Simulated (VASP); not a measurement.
**TaN: single point with PBEsol**

Crystal: TaN.

```
Ta N
1.0
     5.02355    0.00000    0.00000
    -2.51178    4.35052    0.00000
     0.00000    0.00000    2.89600
Ta N
3 3
Direct
  0.33333 0.66667 0.50000
  0.66667 0.33333 0.50000
  0.00000 0.00000 0.00000
  0.39337 0.00000 0.00000
  0.60663 0.60663 0.00000
  0.00000 0.39337 0.00000
```

This cell differs from its parent crystal: strain -0.030 along x and y, +0.000 along z.

```
Program             : VASP 6.6.1
Task                : single point
Functional          : PBEsol
Potentials or basis : VASP PAW PBE potentials, release 64 (Ta_pv, N)
Cutoff              : 520 eV
k mesh              : 12 × 12 × 16
Occupations         : gaussian, width 0.15 eV
Spin                : no spin polarisation
```

```yaml
Pressure: 24.3 GPa
Largest_force: 0.545 eV/Å
Band_gap_on_the_k_mesh: zero (band 24 reaches 10.71 eV, above the bottom of band 25 at 7.73 eV)
```

Forces on the atoms (eV/Å):
```
Ta   0.000  0.000  0.000
Ta   0.000  0.000  0.000
Ta   0.000  0.000  0.000
N    0.545  0.000  0.000
N   -0.273 -0.472  0.000
N   -0.273  0.472  0.000
```

Stress tensor (GPa, compression positive):
```
29.81  0.00  0.00
 0.00 29.81  0.00
 0.00  0.00 13.20
```

Levels at points of the mesh, in eV from the Fermi level:
| k point | band 21 | band 22 | band 23 | band 24 | band 25 | band 26 | band 27 | band 28 |
| --- | --- | --- | --- | --- | --- | --- | --- | --- |
| (0.00, 0.00, 0.00) | -4.64 | -3.69 | -1.84 | -1.01 | -1.01 | 0.23 | 0.23 | 1.91 |
| (0.50, 0.00, 0.00) | -4.21 | -3.98 | -2.97 | -2.86 | 1.11 | 1.78 | 2.06 | 2.33 |
| (0.00, 0.00, 0.50) | -4.54 | -3.17 | -3.17 | 1.67 | 2.18 | 2.18 | 2.51 | 2.51 |
| (0.50, 0.00, 0.50) | -4.16 | -3.63 | -2.24 | -1.02 | 0.48 | 1.50 | 3.45 | 3.52 |

It took 2 min on 1 thread of Intel(R) Xeon(R) 6975P-C (Granite Rapids), on a shared host, peak memory 0.39 GiB.

Caveat: the cell differs from its parent crystal (strain -0.030 along x and y, +0.000 along z); the PAW data sets were made with another functional, which shifts forces and pressure a little; spin-orbit coupling is left out, which moves the levels of the heavy elements.
